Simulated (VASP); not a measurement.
Here is a VASP 6.6.1 calculation.

File INCAR:

```
SYSTEM = PbS
PREC = Accurate
ENCUT = 520
EDIFF = 1E-6
ISMEAR = 0
SIGMA = 0.01
LREAL = .False.
LASPH = .True.
NELM = 60
ALGO = Normal
ISIF = 2
LWAVE = .False.
LCHARG = .False.
GGA = PE
NBANDS = 17
```

The input KPOINTS:

```
regular mesh
0
Gamma
  4 4 4
  0 0 0
```

The input POSCAR:

```
PbS
1.0
   -0.0409198969      2.9761851211      2.9761851211
    2.9761851211     -0.0409198969      2.9761851211
    2.9761851211      2.9761851211     -0.0409198969
Pb S
1 1
Direct
    0.0000000000      0.0000000000      0.0000000000
    0.5000000000      0.5000000000      0.5000000000
```

Potentials or basis: VASP PAW PBE potentials, release 64 (Pb_d, S).

Launch:

```sh
$ cat potpaw_PBE.64/Pb_d/POTCAR potpaw_PBE.64/S/POTCAR > POTCAR
$ mpirun -np 1 vasp_std > vasp.out
```

(1) Estimate the pressure.

(2) Estimate the band gap on the k mesh.

Answers

(1) 0.4 GPa.

(2) 0.35 eV, indirect (least direct gap 0.45 eV).

Caveat: the k points lie up to 0.45 Å⁻¹ apart; the cell differs from its parent crystal (epitaxial 111 strain +1.0%); spin-orbit coupling is left out, which moves the levels of the heavy elements.
